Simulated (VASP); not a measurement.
Here is a VASP 6.6.1 calculation.

File INCAR:

```
PREC     = Accurate       # precision mode
ENCUT    = 520            # plane-wave cutoff, eV
EDIFF    = 1E-6           # SCF threshold, eV
ISMEAR   = 0              # smearing method
SIGMA    = 0.02           # smearing width, eV
LREAL    = Auto         
LASPH    = True           # aspherical terms in the spheres
NELM     = 100            # most SCF steps
ALGO     = Normal         # electronic algorithm
ISIF     = 2              # what is computed and relaxed
LWAVE    = False          # write WAVECAR
LCHARG   = False          # write CHGCAR
GGA      = PS             # functional
NBANDS   = 54             # bands
```

The input KPOINTS:

```
regular mesh
0
Gamma
  6 6 4
```

File POSCAR:

```
YAl3N4
1.0
    5.0085682537     -2.8774988019      0.0065119413
   -3.4101709650     -0.1116245966     -4.6463385354
    3.5261258107      6.0793510342      0.0482833097
Y Al N
2 6 8
Direct
    0.3194227289      0.0089057525     -0.0118130245
    0.9305772711      0.4910942475      0.1368130245
    0.8310416494     -0.0175187198      0.2549329938
    0.3548487901      0.0745592846      0.5148904936
    0.8233133863     -0.0434651077      0.7311765096
    0.4266866137      0.5434651077      0.3938234904
    0.8951512099      0.4254407154      0.6101095064
    0.4189583506      0.5175187198      0.8700670062
    0.5516191983      0.5320423919      0.1399771032
    0.0627647910      0.4194758540      0.3912558333
    0.6096205577      0.5133119896      0.6129417349
    0.0930814395      0.5257477678      0.8551536378
    0.6983808017     -0.0320423919     -0.0149771032
    0.1569185605     -0.0257477678      0.2698463622
    0.6403794423     -0.0133119896      0.5120582651
    0.1872352090      0.0805241460      0.7337441667
```

Potentials or basis: VASP PAW PBE potentials, release 64 (Y_sv, Al, N).

The run is started by

```console
$ cat potpaw_PBE.64/Y_sv/POTCAR potpaw_PBE.64/Al/POTCAR potpaw_PBE.64/N/POTCAR > POTCAR
$ mpirun -np 1 vasp_std > vasp.out
```

Question: What does it give for the band gap on the k mesh?

Answer: 2.37 eV.

Question: Estimate the pressure.

Answer: -0.1 GPa.

Question: Predict the largest force.

Answer: 0.021 eV/Å.

Stress tensor (GPa, compression positive):
```
-0.07 -0.02 -0.03
-0.02 -0.05 -0.01
-0.03 -0.01 -0.14
```

Caveat: the PAW data sets were made with another functional, which shifts forces and pressure a little. A k mesh can miss the band edges.
